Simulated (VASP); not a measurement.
A run of VASP 6.6.1:

File POSCAR:

```
Ba
1.0
    0.0000000000      3.9380490797      3.9380490797
    3.9380490797      0.0000000000      3.9380490797
    3.9380490797      3.9380490797      0.0000000000
Ba
2
Direct
    0.1250000000      0.1250000000      0.1250000000
    0.8750000000      0.8750000000      0.8750000000
```

File INCAR.step1:

```
SYSTEM = Ba
PREC = Accurate
ENCUT = 520
ISMEAR = -1
SIGMA = 0.1
LREAL = .FALSE.
LASPH = .TRUE.
NELM = 100
NBANDS = 17
GGA = PE
ALGO = Normal
EDIFF = 1E-4
LWAVE = .TRUE.
LCHARG = .FALSE.
```

The input INCAR.step2:

```
SYSTEM = Ba
PREC = Accurate
ENCUT = 520
EDIFF = 1E-6
ISMEAR = -1
SIGMA = 0.1
LREAL = .FALSE.
LASPH = .TRUE.
NELM = 100
ALGO = Normal
ISIF = 2
LWAVE = .FALSE.
LCHARG = .TRUE.
METAGGA = R2SCAN
LMIXTAU = .TRUE.
LELF = .TRUE.
LVHAR = .TRUE.
NBANDS = 17
ISTART = 1
```

Contents of KPOINTS:

```
regular mesh
0
G
  8 8 8
  0 0 0
```

Potentials or basis: VASP PAW PBE potentials, release 64 (Ba_sv).

The run is started by

```sh
$ cat potpaw_PBE.64/Ba_sv/POTCAR > POTCAR
$ cp INCAR.step1 INCAR
$ mpirun -np 1 vasp_std > vasp.out
$ cp INCAR.step2 INCAR
$ mpirun -np 1 vasp_std > vasp.out
```

Hardware: 1 thread of Intel(R) Xeon(R) Platinum 8259CL CPU @ 2.50GHz (Skylake/Cascade Lake) (shared host).

Question: How long does it take, and how much memory?

Answer: Wall time 5.9 min on 1 thread of Intel(R) Xeon(R) Platinum 8259CL CPU @ 2.50GHz (Skylake/Cascade Lake), with other jobs on the host, peak memory 0.3 GiB. Counts: k points 29.
